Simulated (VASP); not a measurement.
Set up this calculation in VASP 6.6.1, as the native input.

| Property | Result |
| --- | --- |
| Task | single point |
| Functional | HSE06 |
| Potentials or basis | VASP PAW PBE potentials, release 64 (Zr_sv, S) |
| Cutoff | 400 eV |
| k mesh | 6 × 6 × 4 |
| Occupations | gaussian, width 0.02 eV |
| Spin | no spin polarisation |
| Dipole correction | no |
| Grid for exact exchange (PRECFOCK) | Normal |
| Further INCAR settings | ALGO = Normal; EDIFF = 1e-06; NBANDS = 19 |
| Share of exact exchange | 0.25 |
| Screening parameter | 0.2079 1/Å |

Crystal: ZrS2.

```xyz
3
Lattice="3.6797 0.0000 0.0000 -1.8398 3.1867 0.0000 0.0000 0.0000 6.5329" Properties=species:S:1:pos:R:3 pbc="T T T"
Zr    0.0000    0.0000    0.0000
S     1.8398    1.0622    5.1013
S     0.0000    2.1244    1.4315
```

These files were run (other wordings do the same):

POSCAR

```
ZrS2
1.0
    3.6796516598      0.0000000000      0.0000000000
   -1.8398258299      3.1866718144      0.0000000000
    0.0000000000      0.0000000000      6.5328830404
Zr S
1 2
Direct
    0.0000000000      0.0000000000      0.0000000000
    0.6666666667      0.3333333333      0.7808724533
    0.3333333333      0.6666666667      0.2191275467
```

INCAR.step1

```
  PREC = Accurate
  ENCUT = 400
  EDIFF = 1E-5
  ISMEAR = 0
  SIGMA = 0.02
  LREAL = False
  LASPH = True
  NELM = 120
  ALGO = Normal
  ISIF = 2
  LWAVE = True
  LCHARG = False
  NBANDS = 19
  GGA = PE
  GGA_COMPAT = False
```

INCAR.step2

```
  PREC = Accurate
  ENCUT = 400
  EDIFF = 1E-6
  ISMEAR = 0
  SIGMA = 0.02
  LREAL = False
  LASPH = True
  NELM = 120
  ALGO = Normal
  ISIF = 2
  LWAVE = False
  LCHARG = False
  GGA = PE
  LHFCALC = True
  HFSCREEN = 0.2079
  PRECFOCK = Normal
  NBANDS = 19
  ISTART = 1
  GGA_COMPAT = False
```

KPOINTS

```
regular mesh
0
Gamma
  6 6 4
```

Potentials or basis: VASP PAW PBE potentials, release 64 (Zr_sv, S).

Launch:

```sh
$ cat potpaw_PBE.64/Zr_sv/POTCAR potpaw_PBE.64/S/POTCAR > POTCAR
$ cp INCAR.step1 INCAR
$ mpirun -np 1 vasp_std > vasp.out
$ cp INCAR.step2 INCAR
$ mpirun -np 1 vasp_std > vasp.out
```

It gave:

The pressure is -0.1 GPa and the largest force is 0.005 eV/Å. The band gap on the k mesh is 1.97 eV (least direct gap 2.60 eV).

Caveat: the PAW data sets were made with another functional, which shifts forces and pressure a little; this functional lacks dispersion, which binds layers or chains, so the pressure and a relaxed spacing across them are unreliable.

It took 95 min on 1 thread of Intel(R) Xeon(R) Platinum 8259CL CPU @ 2.50GHz (Skylake/Cascade Lake), on a shared host, peak memory 0.3 GiB.
